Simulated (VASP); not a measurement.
Set up this calculation in VASP 6.6.1, as the native input.

* Task: single point
* Functional: PBE
* Potentials or basis: VASP PAW PBE potentials, release 64 (Al, Ga_d, Sb)
* Cutoff: 520 eV
* k mesh: 4 × 4 × 2
* Occupations: gaussian, width 0.2 eV
* Spin: no spin polarisation
* Dipole correction: no
* Further INCAR settings: ALGO = Normal; EDIFF = 1e-07; NBANDS = 40

The structure of Al2Ga3Sb3 lies in POSCAR:

```
Al2Ga3Sb3
1.0
    4.4373371318      0.0000000000      0.0000000000
   -2.2186685659      3.8428466813      0.0000000000
    0.0000000000      0.0000000000     13.1517276710
Al Ga Sb
2 3 3
Direct
    0.0000000000      0.0000000000      0.1820319325
    0.3333333333      0.6666666667      0.4535649950
    0.6666666667      0.3333333333      0.7296364650
    0.0000000000      0.0000000000      0.7665110061
    0.3333333333      0.6666666667      0.8774083068
    0.3333333333      0.6666666667      0.2474803897
    0.6666666667      0.3333333333      0.5213646992
    0.0000000000      0.0000000000     -0.0229977943
```

The input as run:

INCAR

```
  ALGO = Normal
  EDIFF = 1E-7
  ENCUT = 520
  GGA = PE
  ISIF = 2
  ISMEAR = 0
  LASPH = True
  LCHARG = False
  LREAL = False
  LWAVE = False
  NBANDS = 40
  NELM = 80
  PREC = Accurate
  SIGMA = 0.2
```

KPOINTS

```
k-points
0
Gamma
  4 4 2
```

Potentials or basis: VASP PAW PBE potentials, release 64 (Al, Ga_d, Sb).

The run is started by

```sh
$ cat potpaw_PBE.64/Al/POTCAR potpaw_PBE.64/Ga_d/POTCAR potpaw_PBE.64/Sb/POTCAR > POTCAR
$ mpirun -np 1 vasp_std > vasp.out
```

Results of the run:

| Property | Result |
| --- | --- |
| Pressure | 0.1 GPa |
| Largest force | 0.032 eV/Å |
| Band gap on the k mesh | zero (bands 30 and 31 overlap by 0.70 eV) |

Caveat: the k points lie up to 0.41 Å⁻¹ apart, too coarse for converged energies and pressures of a metal; semilocal functionals underestimate gaps, so a narrow gap can read as zero; spin-orbit coupling is left out, which moves the levels of the heavy elements.

Run time: 2.2 min on 1 thread of Intel(R) Xeon(R) Platinum 8259CL CPU @ 2.50GHz (Skylake/Cascade Lake) (shared host), peak memory 0.37 GiB.
